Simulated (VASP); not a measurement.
# BP (F-43m) in VASP: notebook

BP is run at these levels: r2SCAN; tasks: single point, relaxation of cell and atoms.

Everything below comes from runs of VASP 6.6.1. Logs are shortened: lines on timing, memory, paths and dates and some standing lists are left out, and cuts for length are marked.

## 1. The cell of the first run

Symmetry: F-43m, No. 216, cubic system. Conventional cell: a = 4.537 Å, b = 4.537 Å, c = 4.537 Å, α = 90.00°, β = 90.00°, γ = 90.00°. B (site symmetry -43m) has 4 P at 1.96 Å within 2.6 Å. Within 2.6 Å of P (site symmetry -43m) lie 4 B at 1.96 Å.

## 2. Single point, r2SCAN

Input file POSCAR:

```
BP
1.0
    0.0000000000      2.2682705566      2.2682705566
    2.2682705566      0.0000000000      2.2682705566
    2.2682705566      2.2682705566      0.0000000000
B P
1 1
Direct
    0.0000000000      0.0000000000      0.0000000000
    0.2500000000      0.2500000000      0.2500000000
```

Input file INCAR.step1:

```
SYSTEM = BP
PREC     = Accurate       ! precision mode
ENCUT    = 550            ! plane-wave cutoff, eV
ISMEAR   = 0              ! smearing method
SIGMA    = 0.02           ! smearing width, eV
LREAL    = .False.        ! projectors in reciprocal space
LASPH    = .True.         ! aspherical terms in the spheres
NELM     = 120            ! most SCF steps
NBANDS   = 11             ! bands
GGA      = PE             ! functional
ALGO     = Normal         ! electronic algorithm
EDIFF    = 1E-5           ! SCF threshold, eV
LWAVE    = .True.         ! write WAVECAR
LCHARG   = .False.        ! write CHGCAR
GGA_COMPAT= .False.
```

Input file INCAR.step2:

```
SYSTEM = BP
PREC     = Accurate       ! precision mode
ENCUT    = 550            ! plane-wave cutoff, eV
EDIFF    = 1E-6           ! SCF threshold, eV
ISMEAR   = 0              ! smearing method
SIGMA    = 0.02           ! smearing width, eV
LREAL    = .False.        ! projectors in reciprocal space
LASPH    = .True.         ! aspherical terms in the spheres
NELM     = 120            ! most SCF steps
ALGO     = Normal         ! electronic algorithm
ISIF     = 2              ! what is computed and relaxed
LWAVE    = .False.        ! write WAVECAR
LCHARG   = .False.        ! write CHGCAR
METAGGA  = R2SCAN         ! meta-GGA
LMIXTAU  = .True.       
NBANDS   = 11             ! bands
ISTART   = 1            
GGA_COMPAT= .False.
```

Input file KPOINTS:

```
regular mesh
0
Gamma
  10 10 10
  0 0 0
```

Potentials or basis: VASP PAW PBE potentials, release 64 (B, P).

Run with:

```bash
$ cat potpaw_PBE.64/B/POTCAR potpaw_PBE.64/P/POTCAR > POTCAR
$ cp INCAR.step1 INCAR
$ mpirun -np 1 vasp_std > vasp.out
$ cp INCAR.step2 INCAR
$ mpirun -np 1 vasp_std > vasp.out
```

OUTCAR:

```text
SYSTEM = BP
   PREC = Accurate
   ENCUT = 550
   EDIFF = 1E-6
   ISMEAR = 0
   LREAL = .False.
   LASPH = .True.
   NELM = 120
   ISIF = 2
   METAGGA = R2SCAN
   ISTART = 1

 ion  position               nearest neighbor table
   1  0.000  0.000  0.000-   2 1.96   2 1.96   2 1.96   2 1.96
   2  0.250  0.250  0.250-   1 1.96   1 1.96   1 1.96   1 1.96

  LATTYP: Found a face centered cubic cell.
 ALAT       =     4.5365411132

  Lattice vectors:

 A1 = (   0.0000000000,   2.2682705566,   2.2682705566)
 A2 = (   2.2682705566,   0.0000000000,   2.2682705566)
 A3 = (   2.2682705566,   2.2682705566,   0.0000000000)

Analysis of symmetry for initial positions (statically):
=====================================================================
 Subroutine PRICEL returns:
 Original cell was already a primitive cell.

 Routine SETGRP: Setting up the symmetry group for a
 face centered cubic supercell.

 Subroutine GETGRP returns: Found 24 space group operations
 (whereof 24 operations were pure point group operations)
 out of a pool of 48 trial point group operations.

The static configuration has the point symmetry T_d .

Analysis of symmetry for dynamics (positions and initial velocities):
=====================================================================
 Subroutine PRICEL returns:
 Original cell was already a primitive cell.

 Routine SETGRP: Setting up the symmetry group for a
 face centered cubic supercell.

 Subroutine GETGRP returns: Found 24 space group operations
 (whereof 24 operations were pure point group operations)
 out of a pool of 48 trial point group operations.

The dynamic configuration has the point symmetry T_d .

 Subroutine INISYM returns: Found 24 space group operations
 (whereof 24 operations are pure point group operations),
 and found     1 'primitive' translations

----------------------------------------------------------------------------------------

                                     Primitive cell

  volume of cell :      23.3407

  direct lattice vectors                    reciprocal lattice vectors
     0.000000000  2.268270557  2.268270557    -0.220432258  0.220432258  0.220432258
     2.268270557  0.000000000  2.268270557     0.220432258 -0.220432258  0.220432258
     2.268270557  2.268270557  0.000000000     0.220432258  0.220432258 -0.220432258

  length of vectors
     3.207818984  3.207818984  3.207818984     0.381799870  0.381799870  0.381799870

  position of ions in fractional coordinates (direct lattice)
     0.000000000  0.000000000  0.000000000
     0.250000000  0.250000000  0.250000000

  ion indices of the primitive-cell ions
   primitive index   ion index
                 1           1
                 2           2

----------------------------------------------------------------------------------------

 KPOINTS: regular mesh

Automatic generation of k-mesh.
 Grid dimensions read from file:
 generate k-points for:   10   10   10

 Generating k-lattice:

  Cartesian coordinates                     Fractional coordinates (reciprocal lattice)
    -0.022043226  0.022043226  0.022043226     0.100000000  0.000000000  0.000000000
     0.022043226 -0.022043226  0.022043226     0.000000000  0.100000000  0.000000000
     0.022043226  0.022043226 -0.022043226     0.000000000  0.000000000  0.100000000

  Length of vectors
     0.038179987  0.038179987  0.038179987

  Shift w.r.t. Gamma in fractional coordinates (k-lattice)
     0.000000000  0.000000000  0.000000000

 Subroutine IBZKPT returns following result:
 ===========================================

 Found     47 irreducible k-points:

 Following reciprocal coordinates:
            Coordinates               Weight
  0.000000  0.000000  0.000000      1.000000
  0.100000  0.000000  0.000000      8.000000
  0.200000  0.000000  0.000000      8.000000
  0.300000  0.000000  0.000000      8.000000
  0.400000  0.000000  0.000000      8.000000
  0.500000  0.000000  0.000000      4.000000
[... 16 lines left out ...]
  0.300000  0.300000  0.000000      6.000000
  0.400000  0.300000  0.000000     24.000000
 [... further k-points ...]
   k-points           NKPTS =     47   k-points in BZ     NKDIM =     47   number of bands    NBANDS=     11
   number of dos      NEDOS =    301   number of ions     NIONS =      2
   total plane-waves  NPLWV =  21952
   dimension x,y,z NGX =    28 NGY =   28 NGZ =   28
   dimension x,y,z NGXF=    56 NGYF=   56 NGZF=   56
   ions per type =               1   1
   NGX,Y,Z   is equivalent  to a cutoff of  14.51, 14.51, 14.51 a.u.
   NGXF,Y,Z  is equivalent  to a cutoff of  29.02, 29.02, 29.02 a.u.
 SYSTEM =  BP
   PREC   = accura    normal or accurate (medium, high low for compatibility)
   ISTART =      1    job   : 0-new  1-cont  2-samecut
   ICHARG =      0    charge: 1-file 2-atom 10-const
   ISPIN  =      1    spin polarized calculation?
   LNONCOLLINEAR =      F non collinear calculations
   LSORBIT =      F    spin-orbit coupling
   LASPH  =      T    aspherical Exc in radial PAW
   ENCUT  =  550.0 eV  40.42 Ry    6.36 a.u.   6.13  6.13  6.13*2*pi/ulx,y,z
   NELM   =    120;   NELMIN=  2; NELMDL=  0     # of ELM steps
   EDIFF  = 0.1E-05   stopping-criterion for ELM
   LREAL  =      F    real-space projection
   EDIFFG = 0.1E-04   stopping-criterion for IOM
   NSW    =      0    number of steps for IOM
   IBRION =     -1    ionic relax: 0-MD 1-quasi-New 2-CG
   NFREE  =      0    steps in history (QN), initial steepest desc. (CG)
   ISIF   =      2    stress and relaxation
   ISYM   =      2    0-nonsym 1-usesym 2-fastsym
   POTIM  = 0.5000    time-step for ionic-motion
   TEBEG  =    0.0;   TEEND  =   0.0 temperature during run
   PSTRESS=    0.0 pullay stress
   NELECT =       8.0000    total number of electrons
   NUPDOWN=      -1.0000    fix difference up-down
   EMIN   =  10.00;   EMAX   =-10.00  energy-range for DOS
   EFERMI =   0.00;   METHOD = LEGACY
   ISMEAR =     0;   SIGMA  =   0.02  broadening in eV -4-tet -1-fermi 0-gaus
   EFERMI_NEDOS =   21; number of points for ismear=-14 and -15
   IALGO  =     38    algorithm
   IMIX   =      4    mixing-type and parameters
     AMIX     =   0.40;   BMIX     =  1.00
     AMIX_MAG =   1.60;   BMIX_MAG =  1.00
  volume/ion in A,a.u.               =      11.67        78.76
  Fermi-wavevector in a.u.,A,eV,Ry     =   1.145689  2.165038 17.859043  1.312603
  Thomas-Fermi vector in A             =   2.282376
   LORBIT       =      0    0 simple, 1 ext, 2 COOP (PROOUT), +10 PAW based schemes
   METAGGA = R2SCAN    functional components
   LHFCALC =     F    Hartree Fock is set to
   AEXX    =    0.0000 exact exchange contribution
   IVDW    =     0    specifies the selected vdW correction
   LEPSILON=     F    determine dielectric tensor
   LRPA    =     F    only Hartree local field effects (RPA)
 non-spin polarized calculation
 Gauss-broadening in eV      SIGMA  =   0.02
  energy-cutoff  :      550.00
  volume of cell :       23.34
 maximum number of plane-waves:       701
 NGX is ok and might be reduce to    28
   NGX = 13   NGY = 13   NGZ = 13

 number of electron       8.0000000 magnetization

 Free energy of the ion-electron system (eV)
  ---------------------------------------------------
  ext. energy  EPLUGINS =         0.00000000
  ---------------------------------------------------
  free energy    TOTEN  =       -17.31235552 eV

  energy without entropy =      -17.31235552  energy(sigma->0) =      -17.31235552

 E-fermi :   7.5255     XC(G=0): -11.5052

 val. band max:        7.4000368840   @ k =   0.0000   0.0000   0.0000
 cond. band min:       8.8457505445   @ k =   0.4000   0.4000   0.0000
 fundamental gap:      1.4457136606
 Fermi energy:         7.5254741782

 k-point     1 :       0.0000    0.0000    0.0000
  band No.  band energies     occupation
      1      -8.8678      2.00000
      2       7.4000      2.00000
      3       7.4000      2.00000
      4       7.4000      2.00000
      5      11.0422      0.00000
      6      11.0422      0.00000
      7      11.0422      0.00000
      8      15.4262      0.00000
      9      19.8120      0.00000
     10      20.0501      0.00000
     11      20.0501      0.00000

 k-point     2 :       0.1000    0.0000    0.0000
  band No.  band energies     occupation
      1      -8.6783      2.00000
      2       6.0292      2.00000
      3       7.0882      2.00000
      4       7.0882      2.00000
      5      11.4768      0.00000
      6      11.4768      0.00000
      7      11.5335      0.00000
      8      15.9668      0.00000
      9      19.3754      0.00000
     10      19.3754      0.00000
     11      20.4034      0.00000

 k-point     3 :       0.2000    0.0000    0.0000
  band No.  band energies     occupation
      1      -8.1170      2.00000
      2       3.5643      2.00000
      3       6.4953      2.00000
      4       6.4953      2.00000
      5      11.7842      0.00000
      6      12.2439      0.00000
      7      12.2439      0.00000
      8      17.2132      0.00000
      9      18.7768      0.00000
     10      18.7768      0.00000
     11      21.2636      0.00000

 k-point     4 :       0.3000    0.0000    0.0000
  band No.  band energies     occupation
      1      -7.2155      2.00000
      2       1.0814      2.00000
      3       5.9755      2.00000
      4       5.9755      2.00000
      5      11.7046      0.00000
      6      12.5908      0.00000
      7      12.5908      0.00000
      8      18.1913      0.00000
      9      19.4158      0.00000
     10      19.4158      0.00000
     11      21.4995      0.00000
[... 239 lines left out ...]
 k-point    22 :      -0.2000    0.2000    0.0000
  band No.  band energies     occupation
      1      -6.9082      2.00000
      2       1.8585      2.00000
      3       3.0212      2.00000
      4       6.0795      2.00000
      5      12.2475      0.00000
      6      13.0900      0.00000
      7      14.2341      0.00000
      8      16.3880      0.00000
      9      17.3822      0.00000
     10      21.9565      0.00000
     11      24.2531      0.00000

 k-point    23 :       0.3000    0.3000    0.0000
  band No.  band energies     occupation
      1      -6.6405      2.00000
      2       2.2837      2.00000
      3       3.9966      2.00000
      4       3.9966      2.00000
      5       9.1384      0.00000
      6      11.6511      0.00000
      7      16.8981      0.00000
      8      16.8981      0.00000
      9      21.4079      0.00000
     10      22.4522      0.00000
     11      25.0596      0.00000

 k-point    24 :       0.4000    0.3000    0.0000
  band No.  band energies     occupation
      1      -5.7691      2.00000
      2       0.8757      2.00000
      3       3.1396      2.00000
      4       3.6849      2.00000
      5       9.4410      0.00000
      6      11.3494      0.00000
      7      17.5577      0.00000
      8      17.5657      0.00000
      9      22.4528      0.00000
     10      23.4360      0.00000
     11      25.5605      0.00000

 [... further k-points ...]
[... 5 lines left out ...]
  --------------------------------------------------------------------------------------
  -------------------------------------------------------------------------------------
  Total       -0.0750883     -0.0750883     -0.0750883      0.0000000      0.0000000      0.0000000
  in kB       -5.1542804     -5.1542804     -5.1542804      0.0000000      0.0000000      0.0000000
  external PRESSURE =      -5.1542804 kB  Pullay stress =       0.0000000 kB

 VOLUME and BASIS-vectors are now :
 -----------------------------------------------------------------------------
  energy-cutoff  :      550.00
  volume of cell :       23.34
      direct lattice vectors                 reciprocal lattice vectors
     0.000000000  2.268270557  2.268270557    -0.220432258  0.220432258  0.220432258
     2.268270557  0.000000000  2.268270557     0.220432258 -0.220432258  0.220432258
     2.268270557  2.268270557  0.000000000     0.220432258  0.220432258 -0.220432258

 POSITION                                       TOTAL-FORCE (eV/Angst)
 -----------------------------------------------------------------------------------
      0.00000      0.00000      0.00000         0.000000     -0.000000      0.000000
      1.13414      1.13414      1.13414        -0.000000      0.000000     -0.000000
 -----------------------------------------------------------------------------------
    total drift:                               -0.000000     -0.000000     -0.000000

  FREE ENERGIE OF THE ION-ELECTRON SYSTEM (eV)
  ---------------------------------------------------
  free  energy   TOTEN  =       -17.3123555238 eV

  energy  without entropy=      -17.3123555238  energy(sigma->0) =      -17.31235552
```

Run time: 73 s. Hardware: 1 thread of AMD EPYC 7R13 (Zen 3), shared host; peak memory 0.13 GiB.

What came out:

- Free energy: -17.3124 eV
- Pressure: -0.5 GPa
- Band gap on the k mesh: 1.45 eV, indirect (least direct gap 3.64 eV)

Levels at points of the mesh, in eV from the valence-band top:
| k point | band 1 | band 2 | band 3 | band 4 | band 5 | band 6 | band 7 | band 8 |
| --- | --- | --- | --- | --- | --- | --- | --- | --- |
| (0.00, 0.00, 0.00) | -16.27 | 0.00 | 0.00 | 0.00 | 3.64 | 3.64 | 3.64 | 8.03 |
| (0.50, 0.00, 0.00) | -12.77 | -9.51 | -1.87 | -1.87 | 4.14 | 5.03 | 5.03 | 10.92 |
| (0.50, 0.50, 0.00) | -11.10 | -9.13 | -4.35 | -4.35 | 1.54 | 1.91 | 13.07 | 13.07 |

Caveat: the PAW data sets were made with another functional, which shifts forces and pressure a little.

(Continued in part 2 of 2.)
